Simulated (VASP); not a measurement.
# Ni (Fm-3m) in VASP: single point with LDA

Aim: the single point of Ni with LDA.

Everything below comes from runs of VASP 6.6.1. Logs are shortened: lines on timing, memory, paths and dates and some standing lists are left out, and cuts for length are marked.

## (1) The cell of the first run

The structure is cubic, space group Fm-3m (No. 225). Conventional cell: a = 3.535 Å, b = 3.535 Å, c = 3.535 Å, α = 90.00°, β = 90.00°, γ = 90.00°. Within 3.3 Å of Ni (site symmetry m-3m) lie 12 Ni at 2.50 Å.

## (2) Single point, LDA, non-collinear spin, typed start

Input file INCAR:

```
SYSTEM = Ni
PREC = Accurate ; ENCUT = 520
EDIFF = 1E-7 ; ISMEAR = -1
SIGMA = 0.1 ; LREAL = .FALSE.
LASPH = .TRUE. ; NELM = 150
ALGO = Normal ; ISIF = 2
LWAVE = .FALSE. ; LCHARG = .FALSE.
LNONCOLLINEAR = .TRUE. ; MAGMOM = 0 0 2 0 0 2 0 0 2
LORBIT = 11 ; LMAXMIX = 4
ISYM = -1 ; NBANDS = 43
```

Input file KPOINTS:

```
Automatic mesh
0
G
  6 8 5
  0 0 0
```

Input file POSCAR:

```
Ni
1.0
    1.7673500000      1.7673500000      3.5347000000
    3.5347000000      1.7673500000      1.7673500000
    3.5347000000      5.3020500000      1.7673500000
Ni
3
Direct
    0.0000000000      0.0000000000      0.0000000000
    0.3333333000      0.6666667000      0.6666667000
    0.6666667000      0.3333333000      0.3333333000
```

Potentials or basis: VASP PAW LDA potentials, release 64 (Ni).

On the command line:

```sh
$ cat potpaw_LDA.64/Ni/POTCAR > POTCAR
$ mpirun -np 1 vasp_ncl > vasp.out
```

OUTCAR:

```text
SYSTEM = Ni
   PREC = Accurate
   ENCUT = 520
   EDIFF = 1E-7
   ISMEAR = -1
   LREAL = .FALSE.
   LASPH = .TRUE.
   NELM = 150
   ISIF = 2
   LNONCOLLINEAR = .TRUE.
   LORBIT = 11
   ISYM = -1

 ion  position               nearest neighbor table
   1  0.000  0.000  0.000-   2 2.50   3 2.50   3 2.50   2 2.50   2 2.50   3 2.50   2 2.50   3 2.50
                             3 2.50   2 2.50
   2  0.333  0.667  0.667-   1 2.50   3 2.50   3 2.50   1 2.50   1 2.50   3 2.50   1 2.50   1 2.50
                             3 2.50   3 2.50
   3  0.667  0.333  0.333-   1 2.50   2 2.50   2 2.50   1 2.50   1 2.50   2 2.50   1 2.50   1 2.50
                             2 2.50   2 2.50

IMPORTANT INFORMATION: All symmetrisations will be switched off!
NOSYMM: (Re-)initialisation of all symmetry stuff for point group C_1.

----------------------------------------------------------------------------------------

                                     Primitive cell

  volume of cell :      33.1222

  direct lattice vectors                    reciprocal lattice vectors
     1.767350000  1.767350000  3.534700000    -0.188606294  0.000000000  0.377212588
     3.534700000  1.767350000  1.767350000     0.471515734 -0.282909441 -0.094303147
     3.534700000  5.302050000  1.767350000    -0.094303147  0.282909441 -0.094303147

  length of vectors
     4.329105697  4.329105697  6.612818183     0.421736494  0.557904941  0.312768155

  position of ions in fractional coordinates (direct lattice)
     0.000000000  0.000000000  0.000000000
     0.333333300  0.666666700  0.666666700
     0.666666700  0.333333300  0.333333300

  ion indices of the primitive-cell ions
   primitive index   ion index
                 1           1
                 2           2
                 3           3

----------------------------------------------------------------------------------------

 KPOINTS: Automatic mesh

Automatic generation of k-mesh.
 Grid dimensions read from file:
 generate k-points for:    6    8    5

 Generating k-lattice:

  Cartesian coordinates                     Fractional coordinates (reciprocal lattice)
    -0.031434382  0.000000000  0.062868765     0.166666667  0.000000000  0.000000000
     0.058939467 -0.035363680 -0.011787893     0.000000000  0.125000000 -0.000000000
    -0.018860629  0.056581888 -0.018860629     0.000000000  0.000000000  0.200000000

  Length of vectors
     0.070289416  0.069738118  0.062553631

  Shift w.r.t. Gamma in fractional coordinates (k-lattice)
     0.000000000  0.000000000  0.000000000

[... 108 lines left out ...]

 number of electron      30.0000000 magnetization      -0.0001693      0.0000087      1.6943501

 Free energy of the ion-electron system (eV)
  ---------------------------------------------------
  ext. energy  EPLUGINS =         0.00000000
  ---------------------------------------------------
  free energy    TOTEN  =       -19.62933548 eV

  energy without entropy =      -19.45079609  energy(sigma->0) =      -19.54006578

 E-fermi :   8.8007     XC(G=0): -13.5251

 val. band max:        8.7990369730   @ k =   0.3333  -0.1250   0.2000
 cond. band min:       8.8028517401   @ k =  -0.3333   0.0000   0.4000
 fundamental gap:      0.0038147671
 Fermi energy:         8.8007187906

 k-point     1 :       0.0000    0.0000    0.0000
  band No.  band energies     occupation
      1      -0.0616      1.00000
      2      -0.0259      1.00000
      3       5.2855      1.00000
      4       5.2855      1.00000
      5       5.5095      1.00000
      6       5.5095      1.00000
[... 1069 lines left out ...]
     41      17.4841      0.00000
     42      17.6688      0.00000

 [... further k-points ...]

 [bands above 42 left out]

------------------------ aborting loop because EDIFF is reached ----------------------------------------

  FORCE on cell =-STRESS in cart. coord.  units (eV):
  Direction    XX          YY          ZZ          XY          YZ          ZX
  --------------------------------------------------------------------------------------
  -------------------------------------------------------------------------------------
  Total       -3.8978534     -3.9254073     -3.9190395     -0.0078263     -0.0412346     -0.0189212
  in kB     -188.5459205   -189.8787506   -189.5707266     -0.3785705     -1.9945897     -0.9152508
  external PRESSURE =    -189.3317992 kB  Pullay stress =       0.0000000 kB

 VOLUME and BASIS-vectors are now :
 -----------------------------------------------------------------------------
  energy-cutoff  :      520.00
  volume of cell :       33.12
      direct lattice vectors                 reciprocal lattice vectors
     1.767350000  1.767350000  3.534700000    -0.188606294  0.000000000  0.377212588
     3.534700000  1.767350000  1.767350000     0.471515734 -0.282909441 -0.094303147
     3.534700000  5.302050000  1.767350000    -0.094303147  0.282909441 -0.094303147

 POSITION                                       TOTAL-FORCE (eV/Angst)
 -----------------------------------------------------------------------------------
      0.00000      0.00000      0.00000        -0.000002     -0.000000     -0.000002
      5.30205      5.30205      3.53470        -0.000119     -0.000137     -0.000113
      3.53470      3.53470      3.53470         0.000121      0.000137      0.000115
 -----------------------------------------------------------------------------------
    total drift:                               -0.000000     -0.000000     -0.000001

  FREE ENERGIE OF THE ION-ELECTRON SYSTEM (eV)
  ---------------------------------------------------
  free  energy   TOTEN  =       -19.6293354814 eV

  energy  without entropy=      -19.4507960859  energy(sigma->0) =      -19.54006578

 total charge

# of ion       s       p       d       tot
------------------------------------------
    1        0.492   0.482   8.321   9.295
    2        0.492   0.482   8.321   9.295
    3        0.492   0.482   8.321   9.295
--------------------------------------------------
tot          1.477   1.447  24.962  27.886

 magnetization (x)

# of ion       s       p       d       tot
------------------------------------------
    1        0.000   0.000  -0.000  -0.000
    2        0.000   0.000  -0.000  -0.000
    3        0.000   0.000  -0.000  -0.000
--------------------------------------------------
tot          0.000   0.000  -0.000  -0.000

 magnetization (y)

# of ion       s       p       d       tot
------------------------------------------
    1       -0.000  -0.000   0.000   0.000
    2       -0.000  -0.000   0.000   0.000
    3       -0.000  -0.000   0.000   0.000
--------------------------------------------------
tot         -0.000  -0.000   0.000   0.000

 magnetization (z)

# of ion       s       p       d       tot
------------------------------------------
    1       -0.005  -0.017   0.594   0.571
    2       -0.005  -0.017   0.594   0.571
    3       -0.005  -0.017   0.594   0.571
--------------------------------------------------
tot         -0.016  -0.052   1.781   1.712
```

stdout:

```text
POSCAR found type information on POSCAR Ni
 POSCAR found :  1 types and       3 ions
 scaLAPACK will be used
 LDA part: xc-table for (Slater(with rela. corr.)+CA(PZ))
 , standard interpolation
 -----------------------------------------------------------------------------
|                                                                             |
|           W    W    AA    RRRRR   N    N  II  N    N   GGGG   !!!           |
|           W    W   A  A   R    R  NN   N  II  NN   N  G    G  !!!           |
|           W    W  A    A  R    R  N N  N  II  N N  N  G       !!!           |
|           W WW W  AAAAAA  RRRRR   N  N N  II  N  N N  G  GGG   !            |
|           WW  WW  A    A  R   R   N   NN  II  N   NN  G    G                |
|           W    W  A    A  R    R  N    N  II  N    N   GGGG   !!!           |
|                                                                             |
|     Your reciprocal lattice and k-lattice belong to different lattice       |
|     classes:                                                                |
|                                                                             |
|        The reciprocal lattice is face-centered orthorhombic,                |
|        whereas your k-lattice is triclinic.                                 |
|                                                                             |
|     Results are often still useful ...                                      |
|                                                                             |
 -----------------------------------------------------------------------------

 POSCAR, INCAR and KPOINTS ok, starting setup
 FFT: planning ... GRIDC
 FFT: planning ... GRID_SOFT
 FFT: planning ... GRID
 WAVECAR not read
 entering main loop
```

Run time: 46 min. Hardware: 1 thread of Oxide Virtual Turin-like, shared host; peak memory 0.58 GiB.

What came out:

| Quantity | Value |
| --- | --- |
| Free energy | -19.6293 eV |
| Pressure | -18.9 GPa |
| Band gap on the k mesh | zero (bands 30 and 31 overlap by 0.68 eV) |
| Net moment | 1.69 μB per cell |
| Valence electrons inside the program's atomic spheres | Ni 9.29 |

Stress tensor (GPa, compression positive):
```
-18.85  -0.04  -0.09
 -0.04 -18.99  -0.20
 -0.09  -0.20 -18.96
```

Moments on the atoms (μB; x, y, z):
```
Ni  0.00 0.00 0.57
Ni  0.00 0.00 0.57
Ni  0.00 0.00 0.57
```

Caveat: the k points lie up to 0.39 Å⁻¹ apart, too coarse for converged energies and pressures of a metal.
